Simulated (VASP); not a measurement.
# AlN (Fm-3m) in VASP: single point with PBE

Aim: the single point of AlN with PBE.

The COD entry that gives the cell may itself be a prediction, so a difference from it is no test against experiment.

Everything below comes from runs of VASP 6.6.1. Logs are shortened: lines on timing, memory, paths and dates and some standing lists are left out, and cuts for length are marked.

## Step 1: The cell of the first run

Symmetry: Fm-3m, No. 225, cubic system. The conventional cell has a = 3.938 Å, b = 3.938 Å, c = 3.938 Å, α = 90.00°, β = 90.00°, γ = 90.00°. Within 2.6 Å of Al (site symmetry m-3m) lie 6 N at 1.97 Å. Within 2.6 Å of N (site symmetry m-3m) lie 6 Al at 1.97 Å.

## Step 2: Single point, PBE

Contents of INCAR:

```
SYSTEM = AlN
PREC = Accurate
ENCUT = 520
EDIFF = 1E-6
ISMEAR = 0
SIGMA = 0.01
LREAL = .False.
LASPH = .True.
NELM = 80
ALGO = Normal
ISIF = 2
LWAVE = .False.
LCHARG = .False.
GGA = PE
NBANDS = 11
```

Contents of KPOINTS:

```
Automatic mesh
0
Gamma
  4 4 4
  0 0 0
```

Contents of POSCAR:

```
AlN
1.0
    0.0000000000      1.9690000000      1.9690000000
    1.9690000000      0.0000000000      1.9690000000
    1.9690000000      1.9690000000      0.0000000000
Al N
1 1
Direct
    0.0000000000      0.0000000000      0.0000000000
    0.5000000000      0.5000000000      0.5000000000
```

Potentials or basis: VASP PAW PBE potentials, release 64 (Al, N).

Launch:

```sh
$ cat potpaw_PBE.64/Al/POTCAR potpaw_PBE.64/N/POTCAR > POTCAR
$ mpirun -np 1 vasp_std > vasp.out
```

OUTCAR:

```text
SYSTEM = AlN
   PREC = Accurate
   ENCUT = 520
   EDIFF = 1E-6
   ISMEAR = 0
   LREAL = .False.
   LASPH = .True.
   NELM = 80
   ISIF = 2
   GGA = PE

 ion  position               nearest neighbor table
   1  0.000  0.000  0.000-   2 1.97   2 1.97   2 1.97   2 1.97   2 1.97   2 1.97
   2  0.500  0.500  0.500-   1 1.97   1 1.97   1 1.97   1 1.97   1 1.97   1 1.97

  LATTYP: Found a face centered cubic cell.
 ALAT       =     3.9380000000

  Lattice vectors:

 A1 = (   0.0000000000,   1.9690000000,   1.9690000000)
 A2 = (   1.9690000000,   0.0000000000,   1.9690000000)
 A3 = (   1.9690000000,   1.9690000000,   0.0000000000)

Analysis of symmetry for initial positions (statically):
=====================================================================
 Subroutine PRICEL returns:
 Original cell was already a primitive cell.

 Routine SETGRP: Setting up the symmetry group for a
 face centered cubic supercell.

 Subroutine GETGRP returns: Found 48 space group operations
 (whereof 48 operations were pure point group operations)
 out of a pool of 48 trial point group operations.

The static configuration has the point symmetry O_h .

Analysis of symmetry for dynamics (positions and initial velocities):
=====================================================================
 Subroutine PRICEL returns:
 Original cell was already a primitive cell.

 Routine SETGRP: Setting up the symmetry group for a
 face centered cubic supercell.

 Subroutine GETGRP returns: Found 48 space group operations
 (whereof 48 operations were pure point group operations)
 out of a pool of 48 trial point group operations.

The dynamic configuration has the point symmetry O_h .

 Subroutine INISYM returns: Found 48 space group operations
 (whereof 48 operations are pure point group operations),
 and found     1 'primitive' translations

----------------------------------------------------------------------------------------

                                     Primitive cell

  volume of cell :      15.2675

  direct lattice vectors                    reciprocal lattice vectors
     0.000000000  1.969000000  1.969000000    -0.253936008  0.253936008  0.253936008
     1.969000000  0.000000000  1.969000000     0.253936008 -0.253936008  0.253936008
     1.969000000  1.969000000  0.000000000     0.253936008  0.253936008 -0.253936008

  length of vectors
     2.784586504  2.784586504  2.784586504     0.439830068  0.439830068  0.439830068

  position of ions in fractional coordinates (direct lattice)
     0.000000000  0.000000000  0.000000000
     0.500000000  0.500000000  0.500000000

  ion indices of the primitive-cell ions
   primitive index   ion index
                 1           1
                 2           2

----------------------------------------------------------------------------------------

 KPOINTS: Automatic mesh

Automatic generation of k-mesh.
 Grid dimensions read from file:
 generate k-points for:    4    4    4

 Generating k-lattice:

  Cartesian coordinates                     Fractional coordinates (reciprocal lattice)
    -0.063484002  0.063484002  0.063484002     0.250000000  0.000000000  0.000000000
     0.063484002 -0.063484002  0.063484002     0.000000000  0.250000000  0.000000000
     0.063484002  0.063484002 -0.063484002     0.000000000  0.000000000  0.250000000

  Length of vectors
     0.109957517  0.109957517  0.109957517

  Shift w.r.t. Gamma in fractional coordinates (k-lattice)
     0.000000000  0.000000000  0.000000000

 Subroutine IBZKPT returns following result:
 ===========================================

 Found      8 irreducible k-points:

 Following reciprocal coordinates:
            Coordinates               Weight
  0.000000  0.000000  0.000000      1.000000
  0.250000  0.000000  0.000000      8.000000
  0.500000  0.000000  0.000000      4.000000
  0.250000  0.250000  0.000000      6.000000
  0.500000  0.250000  0.000000     24.000000
 -0.250000  0.250000  0.000000     12.000000
  0.500000  0.500000  0.000000      3.000000
 -0.250000  0.500000  0.250000      6.000000
   k-points           NKPTS =      8   k-points in BZ     NKDIM =      8   number of bands    NBANDS=     11
   number of dos      NEDOS =    301   number of ions     NIONS =      2
   total plane-waves  NPLWV =  13824
   dimension x,y,z NGX =    24 NGY =   24 NGZ =   24
   dimension x,y,z NGXF=    48 NGYF=   48 NGZF=   48
   ions per type =               1   1
   NGX,Y,Z   is equivalent  to a cutoff of  14.33, 14.33, 14.33 a.u.
   NGXF,Y,Z  is equivalent  to a cutoff of  28.66, 28.66, 28.66 a.u.
 SYSTEM =  AlN
   PREC   = accura    normal or accurate (medium, high low for compatibility)
   ISTART =      0    job   : 0-new  1-cont  2-samecut
   ICHARG =      2    charge: 1-file 2-atom 10-const
   ISPIN  =      1    spin polarized calculation?
   LNONCOLLINEAR =      F non collinear calculations
   LSORBIT =      F    spin-orbit coupling
   LASPH  =      T    aspherical Exc in radial PAW
   ENCUT  =  520.0 eV  38.22 Ry    6.18 a.u.   5.18  5.18  5.18*2*pi/ulx,y,z
   NELM   =     80;   NELMIN=  2; NELMDL= -5     # of ELM steps
   EDIFF  = 0.1E-05   stopping-criterion for ELM
   LREAL  =      F    real-space projection
   EDIFFG = 0.1E-04   stopping-criterion for IOM
   NSW    =      0    number of steps for IOM
   IBRION =     -1    ionic relax: 0-MD 1-quasi-New 2-CG
   NFREE  =      0    steps in history (QN), initial steepest desc. (CG)
   ISIF   =      2    stress and relaxation
   ISYM   =      2    0-nonsym 1-usesym 2-fastsym
   POTIM  = 0.5000    time-step for ionic-motion
   TEBEG  =    0.0;   TEEND  =   0.0 temperature during run
   PSTRESS=    0.0 pullay stress
   NELECT =       8.0000    total number of electrons
   NUPDOWN=      -1.0000    fix difference up-down
   EMIN   =  10.00;   EMAX   =-10.00  energy-range for DOS
   EFERMI =   0.00;   METHOD = LEGACY
   ISMEAR =     0;   SIGMA  =   0.01  broadening in eV -4-tet -1-fermi 0-gaus
   EFERMI_NEDOS =   21; number of points for ismear=-14 and -15
   IALGO  =     38    algorithm
   IMIX   =      4    mixing-type and parameters
     AMIX     =   0.40;   BMIX     =  1.00
     AMIX_MAG =   1.60;   BMIX_MAG =  1.00
  volume/ion in A,a.u.               =       7.63        51.51
  Fermi-wavevector in a.u.,A,eV,Ry     =   1.319823  2.494104 23.700443  1.741933
  Thomas-Fermi vector in A             =   2.449694
   LORBIT       =      0    0 simple, 1 ext, 2 COOP (PROOUT), +10 PAW based schemes
   GGA     = PE    functional components
   LHFCALC =     F    Hartree Fock is set to
   AEXX    =    0.0000 exact exchange contribution
   IVDW    =     0    specifies the selected vdW correction
   LEPSILON=     F    determine dielectric tensor
   LRPA    =     F    only Hartree local field effects (RPA)
 non-spin polarized calculation
 Gauss-broadening in eV      SIGMA  =   0.01
  energy-cutoff  :      520.00
  volume of cell :       15.27
 maximum number of plane-waves:       415
 NGX is ok and might be reduce to    24
   NGX = 11   NGY = 11   NGZ = 11

 number of electron       8.0000000 magnetization

 Free energy of the ion-electron system (eV)
  ---------------------------------------------------
  ext. energy  EPLUGINS =         0.00000000
  ---------------------------------------------------
  free energy    TOTEN  =       -14.32395101 eV

  energy without entropy =      -14.32395101  energy(sigma->0) =      -14.32395101

 E-fermi :  11.1681     XC(G=0): -12.6526

 val. band max:       11.0774689219   @ k =   0.0000   0.0000   0.0000
 cond. band min:      16.1876186554   @ k =   0.5000   0.5000   0.0000
 fundamental gap:      5.1101497335
 Fermi energy:        11.1680663201

 k-point     1 :       0.0000    0.0000    0.0000
  band No.  band energies     occupation
      1      -7.2385      2.00000
      2      11.0775      2.00000
      3      11.0775      2.00000
      4      11.0775      2.00000
      5      17.9304      0.00000
      6      23.4477      0.00000
      7      23.4477      0.00000
      8      23.4477      0.00000
      9      28.8102      0.00000
     10      29.4074      0.00000
     11      29.4074      0.00000

 k-point     2 :       0.2500    0.0000    0.0000
  band No.  band energies     occupation
      1      -5.9084      2.00000
      2       6.5381      2.00000
      3      10.3997      2.00000
      4      10.3997      2.00000
      5      18.6324      0.00000
      6      22.9307      0.00000
      7      23.9245      0.00000
      8      23.9245      0.00000
      9      27.8990      0.00000
     10      27.8990      0.00000
     11      29.3802      0.00000

 k-point     3 :       0.5000    0.0000    0.0000
  band No.  band energies     occupation
      1      -3.6412      2.00000
      2       2.2197      2.00000
      3       9.8406      2.00000
      4       9.8406      2.00000
      5      17.6930      0.00000
      6      22.6813      0.00000
      7      22.6813      0.00000
      8      25.5733      0.00000
      9      28.0407      0.00000
     10      32.6336      0.00000
     11      32.6336      0.00000

 k-point     4 :       0.2500    0.2500    0.0000
  band No.  band energies     occupation
      1      -5.4839      2.00000
      2       7.1020      2.00000
      3       9.3053      2.00000
      4       9.3053      2.00000
      5      18.4863      0.00000
      6      19.7302      0.00000
      7      23.1575      0.00000
      8      26.7861      0.00000
      9      26.7861      0.00000
     10      31.4760      0.00000
     11      34.8662      0.00000

 k-point     5 :       0.5000    0.2500    0.0000
  band No.  band energies     occupation
      1      -3.2638      2.00000
      2       3.7749      2.00000
      3       6.9302      2.00000
      4       8.8406      2.00000
      5      18.0941      0.00000
      6      21.0843      0.00000
      7      23.5475      0.00000
      8      25.7718      0.00000
      9      28.9409      0.00000
     10      34.3463      0.00000
     11      34.9697      0.00000

 k-point     6 :      -0.2500    0.2500    0.0000
  band No.  band energies     occupation
      1      -4.0527      2.00000
      2       4.8348      2.00000
      3       6.5646      2.00000
      4       9.7908      2.00000
      5      20.0161      0.00000
      6      22.0726      0.00000
      7      22.7203      0.00000
      8      24.4542      0.00000
      9      28.1732      0.00000
     10      31.2087      0.00000
     11      33.9339      0.00000

 k-point     7 :       0.5000    0.5000    0.0000
  band No.  band energies     occupation
      1      -2.5413      2.00000
      2       3.1206      2.00000
      3       8.0554      2.00000
      4       8.0554      2.00000
      5      16.1876      0.00000
      6      16.4253      0.00000
      7      26.1227      0.00000
      8      29.5919      0.00000
      9      29.5919      0.00000
     10      35.1319      0.00000
     11      38.8740      0.00000

 k-point     8 :      -0.2500    0.5000    0.2500
  band No.  band energies     occupation
      1      -2.3574      2.00000
      2       4.9025      2.00000
      3       4.9025      2.00000
      4       6.9322      2.00000
      5      20.0067      0.00000
      6      22.2096      0.00000
      7      22.2096      0.00000
      8      24.2878      0.00000
      9      31.4938      0.00000
     10      31.4938      0.00000
     11      37.5798      0.00000

------------------------ aborting loop because EDIFF is reached ----------------------------------------

  FORCE on cell =-STRESS in cart. coord.  units (eV):
  Direction    XX          YY          ZZ          XY          YZ          ZX
  --------------------------------------------------------------------------------------
  -------------------------------------------------------------------------------------
  Total        2.8929513      2.8929513      2.8929513     -0.0000000      0.0000000     -0.0000000
  in kB      303.5879752    303.5879752    303.5879752     -0.0000000      0.0000000     -0.0000000
  external PRESSURE =     303.5879752 kB  Pullay stress =       0.0000000 kB

 VOLUME and BASIS-vectors are now :
 -----------------------------------------------------------------------------
  energy-cutoff  :      520.00
  volume of cell :       15.27
      direct lattice vectors                 reciprocal lattice vectors
     0.000000000  1.969000000  1.969000000    -0.253936008  0.253936008  0.253936008
     1.969000000  0.000000000  1.969000000     0.253936008 -0.253936008  0.253936008
     1.969000000  1.969000000  0.000000000     0.253936008  0.253936008 -0.253936008

 POSITION                                       TOTAL-FORCE (eV/Angst)
 -----------------------------------------------------------------------------------
      0.00000      0.00000      0.00000         0.000000     -0.000000      0.000000
      1.96900      1.96900      1.96900         0.000000      0.000000     -0.000000
 -----------------------------------------------------------------------------------
    total drift:                               -0.000000     -0.000000      0.000000

  FREE ENERGIE OF THE ION-ELECTRON SYSTEM (eV)
  ---------------------------------------------------
  free  energy   TOTEN  =       -14.3239510120 eV

  energy  without entropy=      -14.3239510120  energy(sigma->0) =      -14.32395101
```

Wall time 2.6 s (1 thread of Intel Xeon Platinum 8559C (Emerald Rapids), shared host); peak memory 0.13 GiB.

What came out:

| Item | Value |
| --- | --- |
| Free energy | -14.3240 eV |
| Pressure | 30.4 GPa |
| Band gap on the k mesh | 5.11 eV, indirect (least direct gap 6.85 eV) |

Caveat: the k points lie up to 0.69 Å⁻¹ apart. A k mesh can miss the band edges.
